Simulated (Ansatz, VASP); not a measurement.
One calculation of Ni, two programs

INCAR

```
PREC     = Accurate       # precision mode
ENCUT    = 520            # plane-wave cutoff, eV
EDIFF    = 1E-6           # SCF threshold, eV
ISMEAR   = -1             # smearing method
SIGMA    = 0.05           # smearing width, eV
LREAL    = False          # projectors in reciprocal space
LASPH    = True           # aspherical terms in the spheres
NELM     = 150            # most SCF steps
ALGO     = Normal         # electronic algorithm
ISIF     = 2              # what is computed and relaxed
LWAVE    = False          # write WAVECAR
LCHARG   = True           # write CHGCAR
ISPIN    = 2              # spin polarisation
MAGMOM   = -0.65 -0.65    # initial moments
LORBIT   = 11             # projections on sites
LMAXMIX  = 4              # l up to which the mixer works
GGA      = RP             # functional
LELF     = True           # ELF
LVHAR    = True         
NBANDS   = 21             # bands
```

KPOINTS

```
regular mesh
0
Gamma
  13 13 13
```

POSCAR

```
Ni
1.0
    0.0000000000      2.4103180762      2.4103180762
    2.4103180762      0.0000000000      2.4103180762
    2.4103180762      2.4103180762      0.0000000000
Ni
2
Direct
    0.0000000000      0.0000000000      0.0000000000
    0.5000000000      0.5000000000      0.5000000000
```

Input for Ansatz:

```yaml
crystal:
  lattice:
    - [0.0, 2.4103180762, 2.4103180762]
    - [2.4103180762, 0.0, 2.4103180762]
    - [2.4103180762, 2.4103180762, 0.0]
  atoms:
    - { symbol: Ni, position: [0.0, 0.0, 0.0], spin: -0.65 }
    - { symbol: Ni, position: [0.5, 0.5, 0.5], spin: -0.65 }
hamiltonian:
  xc: rpbe
  pseudopotentials:
    kind: paw
    azcp:
      Ni: "pseudopotentials/Ni.paw.azcp"
basis:
  ecutwfc: 420
  fft_grid_basis: typed
kpoints:
  mp_grid: { grid: [13, 13, 13], shift: [0, 0, 0] }
magnetization:
  spin_polarized: true
scf:
  occupations: { method: fermi_dirac, width: 0.05 }
  lower_state_search: "off"
output:
  stress: true
```

Alike in both runs: task single point; functional RPBE; k mesh 13 × 13 × 13; occupations fermi-dirac, width 0.05 eV; collinear spin.

```csv
,VASP,Ansatz
version,VASP 6.6.1,Ansatz 0.2.0
potentials or method,"VASP PAW PBE potentials, release 64 (Ni), cutoff 520 eV","plane waves (420 eV) with PAW, scalar-relativistic"
valence electrons in the cell,20,36
```

Ansatz gave:

* pressure (GPa): -6.7
* net moment per atom (μB): 0.78
* size of the moment on the site where the two differ most (μB): 0.80

**Question.** Which values does VASP return?

**Answer.** Pressure (GPa): -6.6; net moment per atom (μB): 0.74; size of the moment on the site where the two differ most (μB): 0.76.

VASP's potentials were made for PBE, not for RPBE. Site moments also hang on the region over which each program counts them. VASP's potentials hold 20 valence electrons a cell and Ansatz's 36, so a difference there can come from the potentials and not from the codes.
